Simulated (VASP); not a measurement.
Write the native input for VASP 6.6.1 that does the following.

* Task: single point
* Functional: r2SCAN
* Potentials or basis: VASP PAW PBE potentials, release 64 (Hf_pv, O)
* Cutoff: 520 eV
* k mesh: 6 × 6 × 6
* Occupations: gaussian, width 0.02 eV
* Spin: no spin polarisation
* Dipole correction: no
* Further INCAR settings: ALGO = Normal; EDIFF = 1e-06; NBANDS = 56

The system is HfO2.

```
Hf O
1.0
     5.11419    0.00000   -0.00625
     0.00000    5.18172    0.00000
    -0.86439    0.00000    5.22446
Hf O
4 8
Direct
  0.27620 0.04183 0.20821
  0.72380 0.54183 0.29179
  0.72380 0.95817 0.79179
  0.27620 0.45817 0.70821
  0.44795 0.75765 0.47850
  0.55205 0.25765 0.02150
  0.55205 0.24235 0.52150
  0.44795 0.74235 0.97850
  0.07006 0.33377 0.34402
  0.92994 0.83377 0.15598
  0.92994 0.66623 0.65598
  0.07006 0.16623 0.84402
```

The input as run:

POSCAR

```
HfO2
1.0
    5.1141923551      0.0000000000     -0.0062496870
    0.0000000000      5.1817225173      0.0000000000
   -0.8643909913      0.0000000000      5.2244556636
Hf O
4 8
Direct
    0.2761998696      0.0418318844      0.2082101844
    0.7238001304      0.5418318844      0.2917898156
    0.7238001304      0.9581681156      0.7917898156
    0.2761998696      0.4581681156      0.7082101844
    0.4479533929      0.7576521434      0.4784979916
    0.5520466071      0.2576521434      0.0215020084
    0.5520466071      0.2423478566      0.5215020084
    0.4479533929      0.7423478566      0.9784979916
    0.0700607259      0.3337739724      0.3440209893
    0.9299392741      0.8337739724      0.1559790107
    0.9299392741      0.6662260276      0.6559790107
    0.0700607259      0.1662260276      0.8440209893
```

INCAR.step1

```
PREC = Accurate
ENCUT = 520
ISMEAR = 0
SIGMA = 0.02
LREAL = F
LASPH = T
NELM = 60
NBANDS = 56
GGA = PE
ALGO = Normal
EDIFF = 1E-4
LWAVE = T
LCHARG = F
```

INCAR.step2

```
PREC = Accurate
ENCUT = 520
EDIFF = 1E-6
ISMEAR = 0
SIGMA = 0.02
LREAL = F
LASPH = T
NELM = 60
ALGO = Normal
ISIF = 2
LWAVE = F
LCHARG = F
METAGGA = R2SCAN
LMIXTAU = T
NBANDS = 56
ISTART = 1
```

KPOINTS

```
Automatic mesh
0
Gamma
  6 6 6
```

Potentials or basis: VASP PAW PBE potentials, release 64 (Hf_pv, O).

Launch:

```bash
$ cat potpaw_PBE.64/Hf_pv/POTCAR potpaw_PBE.64/O/POTCAR > POTCAR
$ cp INCAR.step1 INCAR
$ mpirun -np 1 vasp_std > vasp.out
$ cp INCAR.step2 INCAR
$ mpirun -np 1 vasp_std > vasp.out
```

It gave:

The pressure is -3.4 GPa and the largest force is 0.100 eV/Å. The band gap on the k mesh is 4.55 eV (least direct gap 4.64 eV).

Caveat: the cell stands under tension; the PAW data sets were made with another functional, which shifts forces and pressure a little; spin-orbit coupling is left out, which moves the levels of the heavy elements.

Wall time 46 min on 1 thread of Oxide Virtual Turin-like Processor, with other jobs on the host, peak memory 0.53 GiB.
